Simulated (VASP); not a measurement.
Wanted: the native input for a VASP 6.6.1 run.

| Quantity | Value |
| --- | --- |
| Task | single point |
| Functional | PBE |
| Potentials or basis | VASP PAW PBE potentials, release 64 (Al, Ni) |
| Cutoff | 520 eV |
| k mesh | 14 × 14 × 14 |
| Occupations | gaussian, width 0.15 eV |
| Spin | no spin polarisation |
| Dipole correction | no |
| Further INCAR settings | ALGO = Fast; EDIFF = 1e-06; NBANDS = 24 |

The structure of AlNi3 lies in POSCAR:

```
AlNi3
1.0
    0.1126232545      2.8155813615      2.8155813615
    2.8155813615      0.1126232545      2.8155813615
    2.8155813615      2.8155813615      0.1126232545
Al Ni
1 3
Direct
    0.5000000000      0.5000000000      0.5000000000
    0.2500000000      0.2500000000      0.2500000000
    0.0000000000      0.0000000000      0.0000000000
    0.7500000000      0.7500000000      0.7500000000
```

The input as run:

INCAR

```
SYSTEM = AlNi3
ALGO = Fast ; EDIFF = 1E-6
ENCUT = 520 ; GGA = PE
ISIF = 2 ; ISMEAR = 0
LASPH = .TRUE. ; LCHARG = .FALSE.
LREAL = .FALSE. ; LWAVE = .FALSE.
NBANDS = 24 ; NELM = 100
PREC = Accurate ; SIGMA = 0.15
```

KPOINTS

```
k-points
0
G
  14 14 14
  0 0 0
```

Potentials or basis: VASP PAW PBE potentials, release 64 (Al, Ni).

Command:

```sh
$ cat potpaw_PBE.64/Al/POTCAR potpaw_PBE.64/Ni/POTCAR > POTCAR
$ mpirun -np 1 vasp_std > vasp.out
```

It gave:

```json
{"Pressure": "19.0 GPa", "Largest force": "0.097 eV/Å", "Band gap on the k mesh": "zero (an odd number of electrons rules out a gap without spin polarisation)"}
```

Caveat: the cell stands under pressure.

It took 12 min on 1 thread of Intel Xeon 8259CL (shared host), peak memory 0.36 GiB.
